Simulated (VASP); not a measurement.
# Rh (Fm-3m) in VASP: further runs, part 2 of 2

VASP 6.6.1. Earlier steps stand in the parts before.

### Step 4. Single point, LDA

This run uses another cell than the first one, of 13.40 Å³/atom, 1.043 times its volume.

Contents of INCAR:

```
SYSTEM = Rh
PREC = Accurate
ENCUT = 500
EDIFF = 1E-6
ISMEAR = 1
SIGMA = 0.01
LREAL = .False.
LASPH = .True.
NELM = 120
ALGO = Normal
ISIF = 2
LWAVE = .False.
LCHARG = .False.
NBANDS = 14
GGA_COMPAT = .False.
```

Contents of KPOINTS:

```
Automatic mesh
0
Gamma
  13 13 13
  0 0 0
```

Contents of POSCAR:

```
Rh
1.0
    0.0000000000      1.8851123679      1.8851123679
    1.8851123679      0.0000000000      1.8851123679
    1.8851123679      1.8851123679      0.0000000000
Rh
1
Direct
    0.0000000000      0.0000000000      0.0000000000
```

The run is started by

```bash
> cat potpaw_LDA.64/Rh_pv/POTCAR > POTCAR
> mpirun -np 1 vasp_std > vasp.out
```

Run time: 21 s. Hardware: 1 thread of Intel Xeon 8259CL, shared host; peak memory 0.13 GiB.

The run converged. Its results:

```yaml
Free_energy: -8.6834 eV
Pressure: -3.1 GPa
```

Levels at points of the mesh, in eV from the Fermi level:
| k point | band 5 | band 6 | band 7 | band 8 | band 9 | band 10 |
| --- | --- | --- | --- | --- | --- | --- |
| (0.00, 0.00, 0.00) | -3.20 | -3.20 | -3.20 | -0.99 | -0.99 | 15.96 |

### Step 5. Single point, LDA

This run uses another cell than the first one, of 13.67 Å³/atom, 1.064 times its volume.

Contents of INCAR:

```
ALGO = Normal ; EDIFF = 1E-6
ENCUT = 500 ; GGA = CA
GGA_COMPAT = False ; ISIF = 2
ISMEAR = 1 ; LASPH = True
LCHARG = False ; LREAL = False
LWAVE = False ; NBANDS = 14
NELM = 120 ; PREC = Accurate
SIGMA = 0.01
```

Contents of KPOINTS:

```
k-points
0
Gamma
  13 13 13
```

Contents of POSCAR:

```
Rh
1.0
    0.0000000000      1.8978500000      1.8978500000
    1.8978500000      0.0000000000      1.8978500000
    1.8978500000      1.8978500000      0.0000000000
Rh
1
Direct
    0.0000000000      0.0000000000      0.0000000000
```

Potentials or basis: VASP PAW LDA potentials, release 64 (Rh_pv).

The run is started by

```bash
> cat potpaw_LDA.64/Rh_pv/POTCAR > POTCAR
> mpirun -np 1 vasp_std > vasp.out
```

OUTCAR:

```text
EDIFF = 1E-6
   ENCUT = 500
   GGA = CA
   ISIF = 2
   ISMEAR = 1
   LASPH = True
   LREAL = False
   NELM = 120
   PREC = Accurate

 ion  position               nearest neighbor table
   1  0.000  0.000  0.000-

  LATTYP: Found a face centered cubic cell.
 ALAT       =     3.7957000000

  Lattice vectors:

 A1 = (   0.0000000000,   1.8978500000,   1.8978500000)
 A2 = (   1.8978500000,   0.0000000000,   1.8978500000)
 A3 = (   1.8978500000,   1.8978500000,   0.0000000000)

[... 585 lines left out ...]
     14      32.2909      0.00000

 [... further k-points ...]

------------------------ aborting loop because EDIFF is reached ----------------------------------------

  FORCE on cell =-STRESS in cart. coord.  units (eV):
  Direction    XX          YY          ZZ          XY          YZ          ZX
  --------------------------------------------------------------------------------------
  -------------------------------------------------------------------------------------
  Total       -0.7562456     -0.7562456     -0.7562456      0.0000000      0.0000000      0.0000000
  in kB      -88.6253123    -88.6253123    -88.6253123      0.0000000      0.0000000      0.0000000
  external PRESSURE =     -88.6253123 kB  Pullay stress =       0.0000000 kB

 VOLUME and BASIS-vectors are now :
 -----------------------------------------------------------------------------
  energy-cutoff  :      500.00
  volume of cell :       13.67
      direct lattice vectors                 reciprocal lattice vectors
     0.000000000  1.897850000  1.897850000    -0.263456016  0.263456016  0.263456016
     1.897850000  0.000000000  1.897850000     0.263456016 -0.263456016  0.263456016
     1.897850000  1.897850000  0.000000000     0.263456016  0.263456016 -0.263456016

 POSITION                                       TOTAL-FORCE (eV/Angst)
 -----------------------------------------------------------------------------------
      0.00000      0.00000      0.00000         0.000000      0.000000      0.000000
 -----------------------------------------------------------------------------------
    total drift:                                0.000000     -0.000000      0.000000

  FREE ENERGIE OF THE ION-ELECTRON SYSTEM (eV)
  ---------------------------------------------------
  free  energy   TOTEN  =        -8.6732290148 eV

  energy  without entropy=       -8.6732304258  energy(sigma->0) =       -8.67322949
```

OSZICAR:

```text
N       E                     dE             d eps       ncg     rms          rms(c)
DAV:   1     0.117230915912E+03    0.11723E+03   -0.86738E+03  2366   0.112E+03
DAV:   2    -0.763129248637E+01   -0.12486E+03   -0.11882E+03  2628   0.337E+02
DAV:   3    -0.923845171121E+01   -0.16072E+01   -0.16048E+01  2802   0.418E+01
DAV:   4    -0.924445424695E+01   -0.60025E-02   -0.60023E-02  2706   0.263E+00
DAV:   5    -0.924450683041E+01   -0.52583E-04   -0.52583E-04  2742   0.216E-01    0.107E+01
DAV:   6    -0.869877024919E+01    0.54574E+00   -0.90385E-01  2484   0.131E+01    0.354E+00
DAV:   7    -0.867847792505E+01    0.20292E-01   -0.15050E-02  2652   0.148E+00    0.169E+00
DAV:   8    -0.867334884019E+01    0.51291E-02   -0.39645E-03  2556   0.874E-01    0.180E-01
DAV:   9    -0.867322309886E+01    0.12574E-03   -0.10749E-04  2496   0.143E-01    0.354E-02
DAV:  10    -0.867322906477E+01   -0.59659E-05   -0.22527E-06  2552   0.172E-02    0.213E-03
DAV:  11    -0.867322901481E+01    0.49962E-07   -0.14777E-07  1278   0.533E-03
   1 F= -.86732290E+01 E0= -.86732295E+01  d E =0.141103E-05
```

stdout:

```text
POSCAR found type information on POSCAR Rh
 POSCAR found :  1 types and       1 ions
 scaLAPACK will be used
 LDA part: xc-table for (Slater(with rela. corr.)+CA(PZ))
 , standard interpolation
 POSCAR, INCAR and KPOINTS ok, starting setup
 FFT: planning ... GRIDC
 FFT: planning ... GRID_SOFT
 FFT: planning ... GRID
 WAVECAR not read
 entering main loop
```

Wall time 20 s (1 thread of Intel Xeon 8259CL, shared host); peak memory 0.12 GiB.

What came out:

| Item | Value |
| --- | --- |
| Free energy | -8.6732 eV |
| Pressure | -8.9 GPa |

Levels at points of the mesh, in eV from the Fermi level:
| k point | band 4 | band 5 | band 6 | band 7 | band 8 | band 9 | band 10 | band 11 |
| --- | --- | --- | --- | --- | --- | --- | --- | --- |
| (0.00, 0.00, 0.00) | -8.04 | -3.10 | -3.10 | -3.10 | -0.95 | -0.95 | 15.98 | 20.37 |

### Step 6. Single point, LDA

This run uses another cell than the first one, of 13.94 Å³/atom, 1.085 times its volume.

Contents of INCAR:

```
ALGO = Normal
EDIFF = 1E-6
ENCUT = 500
GGA = CA
GGA_COMPAT = F
ISIF = 2
ISMEAR = 1
LASPH = T
LCHARG = F
LREAL = F
LWAVE = F
NBANDS = 14
NELM = 120
PREC = Accurate
SIGMA = 0.01
```

KPOINTS is that of step 5.

Contents of POSCAR:

```
Rh
1.0
    0.0000000000      1.9104189093      1.9104189093
    1.9104189093      0.0000000000      1.9104189093
    1.9104189093      1.9104189093      0.0000000000
Rh
1
Direct
    0.0000000000      0.0000000000      0.0000000000
```

Potentials or basis: VASP PAW LDA potentials, release 64 (Rh_pv).

The run is started by

```bash
> cat potpaw_LDA.64/Rh_pv/POTCAR > POTCAR
> mpirun -np 1 vasp_std > vasp.out
```

Run time: 17 s. Hardware: 1 thread of Intel Xeon 8259CL, shared host; peak memory 0.13 GiB.

The run converged. Its results:

```
Free energy : -8.6538 eV
Pressure    : -13.9 GPa
```

Levels at points of the mesh, in eV from the Fermi level:
| k point | band 5 | band 6 | band 7 | band 8 | band 9 | band 10 |
| --- | --- | --- | --- | --- | --- | --- |
| (0.00, 0.00, 0.00) | -3.01 | -3.01 | -3.01 | -0.93 | -0.93 | 15.99 |

### Step 7. The runs side by side

```tsv
cell	gap on the mesh (eV)	pressure (GPa)
a = 2.629 Å, angles 60.0°, 1 atom	none	10.8
a = 2.648 Å, angles 60.0°, 1 atom	none	3.4
a = 2.666 Å, angles 60.0°, 1 atom	none	-3.1
a = 2.684 Å, angles 60.0°, 1 atom	none	-8.9
a = 2.702 Å, angles 60.0°, 1 atom	none	-13.9
```

Alike in all rows: task single point; level LDA; potentials or basis VASP PAW LDA potentials, release 64 (Rh_pv); no spin polarisation; k mesh 13 × 13 × 13; cutoff (eV) 500; smearing methfessel-paxton 0.01 eV.

Absolute energies hang on the potentials; compare differences alone.
